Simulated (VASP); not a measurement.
Write the native input for VASP 6.6.1 that does the following.

| Quantity | Value |
| --- | --- |
| Task | single point |
| Functional | PBEsol |
| Potentials or basis | VASP PAW PBE potentials, release 64 (Cs_sv, Pb_d, Br) |
| Cutoff | 520 eV |
| k mesh | 6 × 6 × 6 |
| Occupations | gaussian, width 0.05 eV |
| Spin | no spin polarisation |
| Dipole correction | no |
| Further INCAR settings | ALGO = Normal; EDIFF = 1e-07; NBANDS = 30 |

The structure of CsPbBr3 lies in POSCAR:

```
CsPbBr3
1.0
    5.5765000000      0.0000000000      0.0000000000
    0.0000000000      5.5765000000      0.0000000000
    0.0000000000      0.0000000000      5.7232500000
Cs Pb Br
1 1 3
Direct
    0.0000000000      0.0000000000      0.0000000000
    0.5000000000      0.5000000000      0.5000000000
    0.0000000000      0.5000000000      0.5000000000
    0.5000000000      0.0000000000      0.5000000000
    0.5000000000      0.5000000000      0.0000000000
```

This cell differs from its parent crystal: strain -0.050 along x and y, -0.025 along z.

The input as run:

INCAR

```
  PREC = Accurate
  ENCUT = 520
  EDIFF = 1E-7
  ISMEAR = 0
  SIGMA = 0.05
  LREAL = False
  LASPH = True
  NELM = 100
  ALGO = Normal
  ISIF = 2
  LWAVE = False
  LCHARG = False
  GGA = PS
  NBANDS = 30
```

KPOINTS

```
Automatic mesh
0
Gamma
  6 6 6
```

Potentials or basis: VASP PAW PBE potentials, release 64 (Cs_sv, Pb_d, Br).

The run is started by

```console
$ cat potpaw_PBE.64/Cs_sv/POTCAR potpaw_PBE.64/Pb_d/POTCAR potpaw_PBE.64/Br/POTCAR > POTCAR
$ mpirun -np 1 vasp_std > vasp.out
```

It gave:

```json
{
 "Pressure": "3.8 GPa",
 "Band gap on the k mesh": "0.64 eV"
}
```

Caveat: the cell differs from its parent crystal (strain -0.050 along x and y, -0.025 along z); the cell stands under pressure; the PAW data sets were made with another functional, which shifts forces and pressure a little; spin-orbit coupling is left out, which moves the levels of the heavy elements.

It took 92 s on 1 thread of Intel(R) Xeon(R) 6975P-C (Granite Rapids), with other jobs on the host, peak memory 0.39 GiB.
